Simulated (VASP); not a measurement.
A run of VASP 6.6.1 is set up as follows.

File INCAR:

```
  PREC = Accurate
  ENCUT = 520
  EDIFF = 1E-7
  ISMEAR = 0
  SIGMA = 0.02
  LREAL = Auto
  LASPH = T
  NELM = 150
  ALGO = Normal
  ISIF = 2
  LWAVE = F
  LCHARG = F
  ISPIN = 2
  MAGMOM = 0 0 0 0 0 0 0 0 0 0 0 0 0 0 0 0 2.3
  LORBIT = 11
  LMAXMIX = 4
  GGA = PS
  NBANDS = 54
  NELECT = 71.0
```

The input KPOINTS:

```
Automatic mesh
0
Gamma
  3 3 3
```

The input POSCAR:

```
FeSi16
1.0
    0.0000000000      5.4338342048     -5.4338342048
    5.4338342048      5.4338342048      0.0000000000
    5.4338342048      0.0000000000     -5.4338342048
Si Fe
16 1
Direct
    0.1240387495      0.1266207201      0.1245229380
    0.1250874566      0.6246579068      0.1248195058
    0.6228744515      0.1273998201      0.1245432736
    0.6292219032      0.6329627240      0.1102263112
    0.1238464360      0.1253420650      0.6251804659
    0.1305879924      0.6222218736      0.6244989030
    0.6213043815      0.1318472322      0.6235810428
    0.6201881347      0.6216683050      0.6258802481
    0.2568273980      0.7463922062      0.2503581171
    0.2473767048      0.2491474618      0.2540484211
    0.7453134099      0.7473035332      0.2518566906
    0.7441875014      0.2605516559      0.2490402631
    0.2460305099      0.7541452031      0.7511848625
    0.2469249060      0.2479010123      0.7507441056
    0.7525836906      0.7531560305      0.7391302069
    0.7526240857      0.2474389997      0.7508546169
   -0.1202574417     -0.1165767994      0.3583112636
```

Potentials or basis: VASP PAW PBE potentials, release 64 (Si, Fe).

Launch:

```bash
$ cat potpaw_PBE.64/Si/POTCAR potpaw_PBE.64/Fe/POTCAR > POTCAR
$ mpirun -np 1 vasp_std > vasp.out
```

Q: What does it give for the net moment?

A: 2.92 μB per cell.

Q: What does it give for the largest force?

A: 0.019 eV/Å.

Q: What does it give for the site moments?

A: Si +0.03, +0.02, -0.00, +0.01, +0.04 (each value once); Fe +2.14 μB.

Forces on the atoms (eV/Å):
```
Si  -0.002 -0.007 -0.002
Si   0.004 -0.005  0.004
Si  -0.005 -0.007 -0.001
Si  -0.003 -0.006  0.003
Si  -0.001  0.001 -0.004
Si   0.001 -0.004  0.001
Si   0.000 -0.004 -0.001
Si  -0.003 -0.003  0.004
Si  -0.003  0.018 -0.006
Si   0.000  0.003  0.001
Si  -0.011 -0.003  0.012
Si   0.007  0.015  0.000
Si  -0.001  0.002 -0.001
Si   0.000  0.002 -0.001
Si   0.013  0.002 -0.009
Si   0.001  0.001  0.002
Fe   0.001 -0.006  0.000
```

Caveat: the cell carries a net charge on a neutralising background, which shifts energy and pressure; the PAW data sets were made with another functional, which shifts forces and pressure a little.
